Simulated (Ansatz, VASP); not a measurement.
Two plane-wave programs on Ga

The input INCAR:

```
SYSTEM = Ga
PREC     = Accurate       ! precision mode
ENCUT    = 520            ! plane-wave cutoff, eV
EDIFF    = 1E-8           ! SCF threshold, eV
ISMEAR   = -1             ! smearing method
SIGMA    = 0.03           ! smearing width, eV
LREAL    = .False.        ! projectors in reciprocal space
LASPH    = .True.         ! aspherical terms in the spheres
NELM     = 80             ! most SCF steps
ALGO     = Normal         ! electronic algorithm
ISIF     = 2              ! what is computed and relaxed
LWAVE    = .False.        ! write WAVECAR
LCHARG   = .False.        ! write CHGCAR
GGA      = PS             ! functional
LEFG     = .True.       
NBANDS   = 12             ! bands
```

KPOINTS

```
regular mesh
0
Gamma
  16 16 16
  0 0 0
```

File POSCAR:

```
Ga
1.0
   -1.3759200000      1.3759200000      2.2290000000
    1.3759200000     -1.3759200000      2.2290000000
    1.3759200000      1.3759200000     -2.2290000000
Ga
1
Direct
    0.0000000000      0.0000000000      0.0000000000
```

Input for Ansatz:

```yaml
crystal:
  lattice:
    - [-1.37592, 1.37592, 2.229]
    - [1.37592, -1.37592, 2.229]
    - [1.37592, 1.37592, -2.229]
  atoms:
    - { symbol: Ga, position: [0.0, 0.0, 0.0] }
kpoints:
  mp_grid: { grid: [16, 16, 16] }
scf:
  occupations: { method: fermi_dirac, width: 0.03 }
hamiltonian:
  xc: pbesol
  pseudopotentials: { kind: paw }
output:
  forces: true
  stress: true
  eigenvalues: true
  efg: { contact_densities: true }
```

Change from the starting cell: equal xx and yy strain of -2 %, PAW files.

Alike in both runs: task electric field gradients; functional PBEsol; k mesh 16 × 16 × 16; occupations fermi-dirac, width 0.03 eV; no spin polarisation.

|  | VASP | Ansatz |
| --- | --- | --- |
| version | VASP 6.6.1 | Ansatz 0.2.0 |
| potentials or method | VASP PAW PBE potentials, release 64 (Ga_d) | PAW with Ansatz's default frozen-core files, scalar-relativistic |
| plane-wave cutoff (eV) | 520 | 420 |
| valence electrons in the cell | 13 | 13 |

```csv
,VASP,Ansatz,Ansatz less VASP
pressure (GPa),3.5,3.4,-0.10
"traceless stress, the component that is largest in VASP (GPa)",-1.68,-1.67,+0.010
size of Vzz on the site where it differs most (V/Å²),27.5,28.7,+1.23
```

VASP's potentials were made for PBE, not for PBEsol. The functional is the same, so the differences come from potentials, cutoffs and numerics.
